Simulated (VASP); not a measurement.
Write the native input for VASP 6.6.1 that does the following.

| Quantity | Value |
| --- | --- |
| Task | single point |
| Functional | PBEsol |
| Potentials or basis | VASP PAW PBE potentials, release 64 (Si) |
| Cutoff | 520 eV |
| k mesh | 10 × 10 × 10 |
| Occupations | gaussian, width 0.02 eV |
| Spin | no spin polarisation |
| Dipole correction | no |
| Further INCAR settings | ALGO = Normal; EDIFF = 1e-07; NBANDS = 11 |

The structure of Si lies in POSCAR:

```
Si
1.0
    0.0000000000      2.7167311890      2.7167311890
    2.7167311890      0.0000000000      2.7167311890
    2.7167311890      2.7167311890      0.0000000000
Si
2
Direct
    0.5000000000      0.5000000000      0.5000000000
    0.7500000000      0.7500000000      0.7500000000
```

One way to write it, as run:

INCAR

```
PREC = Accurate
ENCUT = 520
EDIFF = 1E-7
ISMEAR = 0
SIGMA = 0.02
LREAL = F
LASPH = T
NELM = 60
ALGO = Normal
ISIF = 2
LWAVE = F
LCHARG = F
GGA = PS
NBANDS = 11
```

KPOINTS

```
Automatic mesh
0
Gamma
  10 10 10
```

Potentials or basis: VASP PAW PBE potentials, release 64 (Si).

Command:

```sh
$ cat potpaw_PBE.64/Si/POTCAR > POTCAR
$ mpirun -np 1 vasp_std > vasp.out
```

Results of the run:

- Pressure: 0.1 GPa
- Band gap on the k mesh: 0.47 eV, indirect (least direct gap 2.52 eV)

Caveat: the PAW data sets were made with another functional, which shifts forces and pressure a little.

Wall time 34 s on 1 thread of AMD EPYC 7R43 64-Core Processor (Zen 3) (shared host), peak memory 0.12 GiB.
